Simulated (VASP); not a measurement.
ZrSi3:

```
Zr Si
1.0
     0.00000    3.39834    3.39834
     3.39834    0.00000    3.39834
     3.39834    3.39834    0.00000
Zr Si
1 3
Cartesian
  0.0000 0.0000 0.0000
  1.6992 1.6992 1.6992
  3.3983 3.3983 3.3983
  5.0975 5.0975 5.0975
```

The cell was generated, and may not be a known phase.

```yaml
Program: VASP 6.6.1
Task: relaxation of cell and atoms
Functional: PBE
Potentials_or_basis: VASP PAW PBE potentials, release 64 (Zr_sv, Si)
Cutoff: 600 eV
k_mesh: 4 × 4 × 4
Occupations: gaussian, width 0.1 eV
Spin: no spin polarisation
```

At the start: pressure -9.8 GPa; volume 19.62 Å³/atom.

Question: How do energy, volume and symmetry change on relaxing?

Answer: Over 3 steps the energy falls by 81.7 meV/atom and the volume is 17.20 Å³/atom (-12.4 %); space group Fm-3m (No. 225, to 0.1 Å) before and after.

Step by step:
```csv
step,energy change (eV),largest force (eV/Å),pressure (GPa),volume (Å³)
1,0.0000,0.0000,-9.77,78.49
2,-0.2808,0.0000,4.69,65.66
3,-0.3268,0.0000,0.14,68.79
```

Final structure:
```yaml
crystal:
  lattice:
    - [0.00000, 3.25204, 3.25204]
    - [3.25204, 0.00000, 3.25204]
    - [3.25204, 3.25204, 0.00000]
  atoms:
    - { symbol: Zr, position: [0.00000, 0.00000, 0.00000] }
    - { symbol: Si, position: [0.25000, 0.25000, 0.25000] }
    - { symbol: Si, position: [0.50000, 0.50000, 0.50000] }
    - { symbol: Si, position: [0.75000, 0.75000, 0.75000] }
```

Caveat: the k points lie up to 0.42 Å⁻¹ apart in the final cell, too coarse for converged energies and pressures of a metal.
